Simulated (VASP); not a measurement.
LiCl, 2 atoms in the cell. It takes space group Fm-3m (No. 225, cubic). The conventional cell has a = 5.797 Å, b = 5.797 Å, c = 5.797 Å, α = 90.00°, β = 90.00°, γ = 90.00°. Within 3.8 Å of Li (site symmetry m-3m) lie 6 Cl at 2.90 Å. Cl (site symmetry m-3m) has 6 Li at 2.90 Å within 3.8 Å.  This cell differs from its parent crystal: Cs replaced by Li, lengths x 0.799, strained.

* Program: VASP 6.6.1
* Task: single point
* Functional: PBE
* Potentials or basis: VASP PAW PBE potentials, release 64 (Li_sv, Cl)
* Cutoff: 750 eV
* k mesh: 6 × 6 × 6
* Occupations: gaussian, width 0.1 eV
* Spin: no spin polarisation
* Dipole correction: no
* Further INCAR settings: ALGO = Normal; EDIFF = 1e-06; NBANDS = 12

Potentials or basis: VASP PAW PBE potentials, release 64 (Li_sv, Cl).

Command:

```console
$ cat potpaw_PBE.64/Li_sv/POTCAR potpaw_PBE.64/Cl/POTCAR > POTCAR
$ mpirun -np 1 vasp_std > vasp.out
```

Hardware: 1 thread of Intel Xeon 8259CL, on a shared host.

Task: Estimate the wall time of this run.

Result: Run time: 33 s on 1 thread of Intel Xeon 8259CL, on a shared host, peak memory 0.22 GiB. Counts: scf iterations 12, k points 16.
